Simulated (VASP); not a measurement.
# WC in VASP: further runs, part 2 of 2

VASP 6.6.1. Earlier steps stand in the parts before.

**3. Relaxation of shape and atoms at fixed volume, r2SCAN (10.21 Å³/atom)**

This run uses another cell than the first one, of 10.21 Å³/atom.

The input, POSCAR:

```
WC
1.0
    2.8923244521      0.0000000000      0.0000000000
   -1.4461622261      2.5048264515      0.0000000000
    0.0000000000      0.0000000000      2.8179010458
W C
1 1
Direct
    0.0000000000      0.0000000000      0.0000000000
    0.6666666667      0.3333333333      0.5000000000
```

The input, INCAR.step1:

```
  PREC = Accurate
  ENCUT = 600
  ISMEAR = 0
  SIGMA = 0.05
  LREAL = F
  LASPH = T
  NELM = 60
  GGA = PE
  ALGO = Normal
  EDIFF = 1E-4
  LWAVE = T
  LCHARG = F
```

The input, INCAR.step2:

```
  PREC = Accurate
  ENCUT = 600
  EDIFF = 1E-6
  ISMEAR = 0
  SIGMA = 0.05
  LREAL = F
  LASPH = T
  NELM = 60
  ALGO = Normal
  ISIF = 4
  LWAVE = F
  LCHARG = F
  METAGGA = R2SCAN
  LMIXTAU = T
  IBRION = 2
  NSW = 60
  EDIFFG = -0.01
  ISTART = 1
```

The input, KPOINTS:

```
Automatic mesh
0
Gamma
  14 14 12
```

Potentials or basis: VASP PAW PBE potentials, release 64 (W_sv, C).

Launch:

```bash
cat potpaw_PBE.64/W_sv/POTCAR potpaw_PBE.64/C/POTCAR > POTCAR
cp INCAR.step1 INCAR
mpirun -np 1 vasp_std > vasp.out
cp INCAR.step2 INCAR
mpirun -np 1 vasp_std > vasp.out
```

OUTCAR:

```text
PREC = Accurate
   ENCUT = 600
   EDIFF = 1E-6
   ISMEAR = 0
   LREAL = F
   LASPH = T
   NELM = 60
   ISIF = 4
   METAGGA = R2SCAN
   IBRION = 2
   NSW = 60
   EDIFFG = -0.01
   ISTART = 1

 ion  position               nearest neighbor table
   1  0.000  0.000  0.000-   2 2.18   2 2.18   2 2.18   2 2.18   2 2.18   2 2.18
   2  0.667  0.333  0.500-   1 2.18   1 2.18   1 2.18   1 2.18   1 2.18   1 2.18

  LATTYP: Found a hexagonal cell.
 ALAT       =     2.8923244521
 C/A-ratio  =     0.9742686522

  Lattice vectors:

 A1 = (   2.8923244521,   0.0000000000,   0.0000000000)
 A2 = (  -1.4461622261,   2.5048264515,   0.0000000000)
 A3 = (   0.0000000000,   0.0000000000,   2.8179010458)

Analysis of symmetry for initial positions (statically):
=====================================================================
 Subroutine PRICEL returns:
 Original cell was already a primitive cell.

 Routine SETGRP: Setting up the symmetry group for a
 hexagonal supercell.

 Subroutine GETGRP returns: Found 12 space group operations
 (whereof 12 operations were pure point group operations)
 out of a pool of 24 trial point group operations.

The static configuration has the point symmetry D_3h.

Analysis of symmetry for dynamics (positions and initial velocities):
=====================================================================
 Subroutine PRICEL returns:
[... 234 lines left out ...]
  ---------------------------------------------------
  ext. energy  EPLUGINS =         0.00000000
  ---------------------------------------------------
  free energy    TOTEN  =       -61.59863681 eV

  energy without entropy =      -61.59823564  energy(sigma->0) =      -61.59843622

 E-fermi :  11.1851     XC(G=0): -15.0757

 val. band max:       11.1669085990   @ k =   0.0714   0.0714   0.4167
 cond. band min:      11.1946256233   @ k =   0.0714  -0.0000   0.3333
 fundamental gap:      0.0277170243
 Fermi energy:        11.1851431056

 k-point     1 :       0.0000    0.0000    0.0000
  band No.  band energies     occupation
      1     -64.7127      2.00000
      2     -28.0197      2.00000
      3     -27.9042      2.00000
      4     -27.9042      2.00000
      5      -4.1735      2.00000
      6       6.6077      2.00000
      7       7.6466      2.00000
      8       7.6466      2.00000
      9      11.2966      0.00162
     10      14.6933      0.00000
     11      14.6933      0.00000
     12      17.2539      0.00000
     13      17.2539      0.00000
[... 354 lines left out ...]
  band No.  band energies     occupation
      1     -64.6334      2.00000
      2     -28.6180      2.00000
      3     -28.4669      2.00000
      4     -27.8780      2.00000
      5       0.0230      2.00000
      6       4.2298      2.00000
      7       6.5089      2.00000
      8       7.5144      2.00000
      9      11.9795      0.00000
     10      11.9976      0.00000
     11      13.5778      0.00000
     12      14.8535      0.00000
     13      20.9706      0.00000

 [... further k-points ...]

------------------------ aborting loop because EDIFF is reached ----------------------------------------

  FORCE on cell =-STRESS in cart. coord.  units (eV):
  Direction    XX          YY          ZZ          XY          YZ          ZX
  --------------------------------------------------------------------------------------
  -------------------------------------------------------------------------------------
  Total        1.3298032      1.3298032      1.3297519     -0.0000000      0.0000000      0.0000000
  in kB      104.3632432    104.3632432    104.3592181     -0.0000000      0.0000000      0.0000000
  external PRESSURE =     104.3619015 kB  Pullay stress =       0.0000000 kB
[... 17 lines left out ...]
  FREE ENERGIE OF THE ION-ELECTRON SYSTEM (eV)
  ---------------------------------------------------
  free  energy   TOTEN  =       -61.5986368075 eV

  energy  without entropy=      -61.5982356358  energy(sigma->0) =      -61.59843622

 reached required accuracy - stopping structural energy minimisation
```

It took 4 min on 1 thread of Intel Xeon Platinum 8259CL at 2.50GHz (Skylake/Cascade Lake), shared host; peak memory 0.19 GiB.

Results:

```yaml
Free_energy: -61.5986 eV
Energy_gained_by_relaxing: 0.1 meV/atom
Ionic_steps: 3
Pressure_after_relaxing: 10.4 GPa
Band_gap_on_the_k_mesh: zero (bands 9 and 10 overlap by 1.38 eV)
```

The path:
```tsv
step	energy change (eV)	largest force (eV/Å)	pressure (GPa)	volume (Å³)
1	0.0000	0.0000	10.57	20.42
2	0.0002	0.0000	10.29	20.42
3	-0.0002	0.0000	10.44	20.42
```

Final structure:
```cif
data_structure
_symmetry_space_group_name_H-M 'P 1'
_symmetry_Int_Tables_number 1
_cell_length_a 2.8903
_cell_length_b 2.8903
_cell_length_c 2.8219
_cell_angle_alpha 90.000
_cell_angle_beta 90.000
_cell_angle_gamma 120.000
_cell_volume 20.42
loop_
_atom_site_label
_atom_site_type_symbol
_atom_site_fract_x
_atom_site_fract_y
_atom_site_fract_z
_atom_site_occupancy
W1 W 0.00000 0.00000 0.00000 1
C1 C 0.66667 0.33333 0.50000 1
```

Caveat: the PAW data sets were made with another functional, which shifts forces and pressure a little; spin-orbit coupling is left out, which moves the levels of the heavy elements.

**4. Relaxation of shape and atoms at fixed volume, r2SCAN (10.24 Å³/atom)**

This run uses another cell than the first one, of 10.24 Å³/atom.

The input, POSCAR:

```
WC
1.0
    2.8962470738      0.0000000000      0.0000000000
   -1.4481235369      2.5082235416      0.0000000000
    0.0000000000      0.0000000000      2.8191970707
W C
1 1
Direct
    0.0000000000      0.0000000000      0.0000000000
    0.6666666667      0.3333333333      0.5000000000
```

The input, INCAR.step1:

```
SYSTEM = WC
ALGO = Normal
EDIFF = 1E-4
ENCUT = 600
GGA = PE
ISMEAR = 0
LASPH = .True.
LCHARG = .False.
LREAL = .False.
LWAVE = .True.
NELM = 100
PREC = Accurate
SIGMA = 0.05
```

The input, INCAR.step2:

```
SYSTEM = WC
ALGO = Normal
EDIFF = 1E-7
EDIFFG = -0.01
ENCUT = 600
IBRION = 2
ISIF = 4
ISMEAR = 0
ISTART = 1
LASPH = .True.
LCHARG = .False.
LMIXTAU = .True.
LREAL = .False.
LWAVE = .False.
METAGGA = R2SCAN
NELM = 100
NSW = 60
PREC = Accurate
SIGMA = 0.05
```

The input, KPOINTS:

```
k-points
0
Gamma
  14 14 12
  0 0 0
```

Launch:

```bash
cat potpaw_PBE.64/W_sv/POTCAR potpaw_PBE.64/C/POTCAR > POTCAR
cp INCAR.step1 INCAR
mpirun -np 1 vasp_std > vasp.out
cp INCAR.step2 INCAR
mpirun -np 1 vasp_std > vasp.out
```

It took 6 min on 1 thread of Intel Xeon Platinum 8259CL at 2.50GHz (Skylake/Cascade Lake), shared host; peak memory 0.19 GiB.

Results (log left out):

- Free energy: -61.6027 eV
- Energy gained by relaxing: 0.1 meV/atom
- Ionic steps: 3
- Pressure after relaxing: 9.0 GPa
- Band gap on the k mesh: zero (bands 9 and 10 overlap by 1.37 eV)

The path:
```
step  energy change (eV)  largest force (eV/Å)  pressure (GPa)  volume (Å³)
   1              0.0000                0.0000            9.16        20.48
   2              0.0003                0.0000            8.85        20.48
   3             -0.0003                0.0000            9.03        20.48
```

Final structure:
```
W C
1.0
     2.89360    0.00000    0.00000
    -1.44680    2.50593    0.00000
     0.00000    0.00000    2.82435
W C
1 1
Cartesian
  0.0000 0.0000 2.8244
  1.4468 0.8353 1.4122
```

Levels at points of the mesh, in eV from the Fermi level:
| k point | band 5 | band 6 | band 7 | band 8 | band 9 | band 10 | band 11 | band 12 | band 13 |
| --- | --- | --- | --- | --- | --- | --- | --- | --- | --- |
| (0.00, 0.00, 0.00) | -15.33 | -4.56 | -3.53 | -3.53 | 0.11 | 3.49 | 3.49 | 6.05 | 6.05 |
| (0.50, 0.00, 0.00) | -11.88 | -7.39 | -3.81 | -3.75 | -0.50 | 2.55 | 4.84 | 5.23 | 7.38 |
| (0.00, 0.00, 0.50) | -11.15 | -9.09 | -2.12 | -2.12 | -0.58 | -0.58 | 3.89 | 4.89 | 4.89 |
| (0.50, 0.00, 0.50) | -12.10 | -6.80 | -4.55 | -4.40 | 0.26 | 4.72 | 5.61 | 7.12 | 9.83 |

Caveat: the PAW data sets were made with another functional, which shifts forces and pressure a little; spin-orbit coupling is left out, which moves the levels of the heavy elements.

**5. Relaxation of shape and atoms at fixed volume, r2SCAN (10.42 Å³/atom)**

The input, POSCAR:

```
WC
1.0
    2.9104762130      0.0000000000      0.0000000000
   -1.4552381065      2.5205463375      0.0000000000
    0.0000000000      0.0000000000      2.8396549561
W C
1 1
Direct
    0.0000000000      0.0000000000      0.0000000000
    0.6666666667      0.3333333333      0.5000000000
```

The input, INCAR.step1:

```
PREC     = Accurate       # precision mode
ENCUT    = 600            # plane-wave cutoff, eV
ISMEAR   = 0              # smearing method
SIGMA    = 0.05           # smearing width, eV
LREAL    = False          # projectors in reciprocal space
LASPH    = True           # aspherical terms in the spheres
NELM     = 80             # most SCF steps
GGA      = PE             # functional
ALGO     = Normal         # electronic algorithm
EDIFF    = 1E-4           # SCF threshold, eV
LWAVE    = True           # write WAVECAR
LCHARG   = False          # write CHGCAR
```

The input, INCAR.step2:

```
PREC     = Accurate       # precision mode
ENCUT    = 600            # plane-wave cutoff, eV
EDIFF    = 1E-6           # SCF threshold, eV
ISMEAR   = 0              # smearing method
SIGMA    = 0.05           # smearing width, eV
LREAL    = False          # projectors in reciprocal space
LASPH    = True           # aspherical terms in the spheres
NELM     = 80             # most SCF steps
ALGO     = Normal         # electronic algorithm
ISIF     = 4              # what is computed and relaxed
LWAVE    = False          # write WAVECAR
LCHARG   = False          # write CHGCAR
METAGGA  = R2SCAN         # meta-GGA
LMIXTAU  = True         
IBRION   = 2              # ionic algorithm
NSW      = 60             # ionic steps
EDIFFG   = -0.01          # ionic threshold
ISTART   = 1
```

The input, KPOINTS:

```
regular mesh
0
Gamma
  14 14 12
```

Launch:

```bash
cat potpaw_PBE.64/W_sv/POTCAR potpaw_PBE.64/C/POTCAR > POTCAR
cp INCAR.step1 INCAR
mpirun -np 1 vasp_std > vasp.out
cp INCAR.step2 INCAR
mpirun -np 1 vasp_std > vasp.out
```

It took 4.3 min on 1 thread of Intel Xeon Platinum 8259CL at 2.50GHz (Skylake/Cascade Lake), shared host; peak memory 0.19 GiB.

It converged, with:

| Quantity | Value |
| --- | --- |
| Free energy | -61.6149 eV |
| Energy gained by relaxing | 0.0 meV/atom |
| Ionic steps | 3 |
| Pressure after relaxing | 1.8 GPa |
| Band gap on the k mesh | zero (bands 9 and 10 overlap by 1.34 eV) |

Final structure:
```
CELL_PARAMETERS angstrom
2.91150 0.00000 0.00000
-1.45575 2.52143 0.00000
0.00000 0.00000 2.83766
ATOMIC_POSITIONS crystal
W 0.00000 0.00000 0.00000
C 0.66667 0.33333 0.50000
```

Levels at points of the mesh, in eV from the Fermi level:
| k point | band 7 | band 8 | band 9 | band 10 | band 11 | band 12 |
| --- | --- | --- | --- | --- | --- | --- |
| (0.00, 0.00, 0.00) | -3.47 | -3.47 | 0.12 | 3.41 | 3.41 | 5.95 |
| (0.50, 0.00, 0.00) | -3.72 | -3.67 | -0.51 | 2.50 | 4.72 | 5.09 |
| (0.00, 0.00, 0.50) | -2.09 | -2.09 | -0.56 | -0.56 | 3.83 | 4.83 |
| (0.50, 0.00, 0.50) | -4.47 | -4.36 | 0.22 | 4.59 | 5.47 | 6.95 |

Caveat: the PAW data sets were made with another functional, which shifts forces and pressure a little; spin-orbit coupling is left out, which moves the levels of the heavy elements.

**6. Single point, r2SCAN (11.14 Å³/atom)**

This run uses another cell than the first one, of 11.14 Å³/atom.

The input, POSCAR:

```
WC
1.0
    2.9841506632      0.0000000000      0.0000000000
   -1.4920753316      2.5843502831      0.0000000000
    0.0000000000      0.0000000000      2.8902537060
W C
1 1
Direct
    0.0000000000      0.0000000000      0.0000000000
    0.6666666667      0.3333333333      0.5000000000
```

The input, INCAR.step1:

```
PREC     = Accurate       # precision mode
ENCUT    = 910            # plane-wave cutoff, eV
ISMEAR   = 0              # smearing method
SIGMA    = 0.05           # smearing width, eV
LREAL    = F              # projectors in reciprocal space
LASPH    = T              # aspherical terms in the spheres
NELM     = 120            # most SCF steps
NBANDS   = 16             # bands
GGA      = PE             # functional
ALGO     = Normal         # electronic algorithm
EDIFF    = 1E-5           # SCF threshold, eV
LWAVE    = T              # write WAVECAR
LCHARG   = F              # write CHGCAR
GGA_COMPAT= F
```

The input, INCAR.step2:

```
PREC     = Accurate       # precision mode
ENCUT    = 910            # plane-wave cutoff, eV
EDIFF    = 1E-6           # SCF threshold, eV
ISMEAR   = 0              # smearing method
SIGMA    = 0.05           # smearing width, eV
LREAL    = F              # projectors in reciprocal space
LASPH    = T              # aspherical terms in the spheres
NELM     = 120            # most SCF steps
ALGO     = Normal         # electronic algorithm
ISIF     = 2              # what is computed and relaxed
LWAVE    = F              # write WAVECAR
LCHARG   = T              # write CHGCAR
METAGGA  = R2SCAN         # meta-GGA
LMIXTAU  = T            
LELF     = T              # ELF
LVHAR    = T            
NBANDS   = 16             # bands
ISTART   = 1            
GGA_COMPAT= F
```

KPOINTS is that of step 5.

Potentials or basis: VASP PAW PBE potentials, release 64 (W_sv, C_h).

Launch:

```bash
cat potpaw_PBE.64/W_sv/POTCAR potpaw_PBE.64/C_h/POTCAR > POTCAR
cp INCAR.step1 INCAR
mpirun -np 1 vasp_std > vasp.out
cp INCAR.step2 INCAR
mpirun -np 1 vasp_std > vasp.out
```

Run time: 3.7 min. Hardware: 1 thread of Intel Xeon 6975P-C (Granite Rapids), shared host; peak memory 0.29 GiB.

The run converged. Its results:

```yaml
Free_energy: -61.5245 eV
Pressure: -22.3 GPa
Band_gap_on_the_k_mesh: zero (bands 9 and 10 overlap by 1.22 eV)
```

Stress tensor (GPa, compression positive):
```
-22.34   0.00   0.00
  0.00 -22.34   0.00
  0.00   0.00 -22.13
```

Levels at points of the mesh, in eV from the Fermi level:
| k point | band 7 | band 8 | band 9 | band 10 | band 11 | band 12 |
| --- | --- | --- | --- | --- | --- | --- |
| (0.00, 0.00, 0.00) | -3.24 | -3.24 | 0.16 | 3.09 | 3.09 | 5.58 |
| (0.50, 0.00, 0.00) | -3.37 | -3.36 | -0.52 | 2.30 | 4.26 | 4.55 |
| (0.00, 0.00, 0.50) | -1.98 | -1.98 | -0.49 | -0.49 | 3.64 | 4.60 |
| (0.50, 0.00, 0.50) | -4.18 | -4.17 | 0.11 | 4.11 | 4.98 | 6.30 |

Caveat: the cutoff is under 1.25 times the usual one of these potentials, so pressure, stress and relaxed cells hold a basis-set (Pulay) error; the cell stands under tension; the PAW data sets were made with another functional, which shifts forces and pressure a little; spin-orbit coupling is left out, which moves the levels of the heavy elements.

**7. Overview**

```tsv
task	potentials or basis	cell	cutoff (eV)	gap on the mesh (eV)	pressure (GPa)
single point	VASP PAW PBE potentials, release 64 (W_sv, C_h)	a = 2.912, b = 2.912, c = 2.837 Å, angles 88.5, 90.0, 120.0°, 2 atoms	910	none	2.2
relaxation of shape and atoms at fixed volume	VASP PAW PBE potentials, release 64 (W_sv, C)	relaxed from a = 2.892, b = 2.892, c = 2.818 Å, angles 90.0, 90.0, 120.0°, 2 atoms	600	none	10.4
relaxation of shape and atoms at fixed volume	VASP PAW PBE potentials, release 64 (W_sv, C)	relaxed from a = 2.896, b = 2.896, c = 2.819 Å, angles 90.0, 90.0, 120.0°, 2 atoms	600	none	9.0
relaxation of shape and atoms at fixed volume	VASP PAW PBE potentials, release 64 (W_sv, C)	relaxed from a = 2.910, b = 2.910, c = 2.840 Å, angles 90.0, 90.0, 120.0°, 2 atoms	600	none	1.8
single point	VASP PAW PBE potentials, release 64 (W_sv, C_h)	a = 2.984, b = 2.984, c = 2.890 Å, angles 90.0, 90.0, 120.0°, 2 atoms	910	none	-22.3
```

Alike in all rows: level r2SCAN; no spin polarisation; k mesh 14 × 14 × 12; smearing gaussian 0.05 eV.

Caveats: the PAW data sets were made with another functional, which shifts forces and pressure a little; spin-orbit coupling is left out, which moves the levels of the heavy elements; the cutoff is under 1.25 times the usual one of these potentials, so pressure, stress and relaxed cells hold a basis-set (Pulay) error (at least some runs); the cell stands under tension (at least some runs).

Total energies depend on the potentials used, so only differences within one code and one set of settings carry meaning.
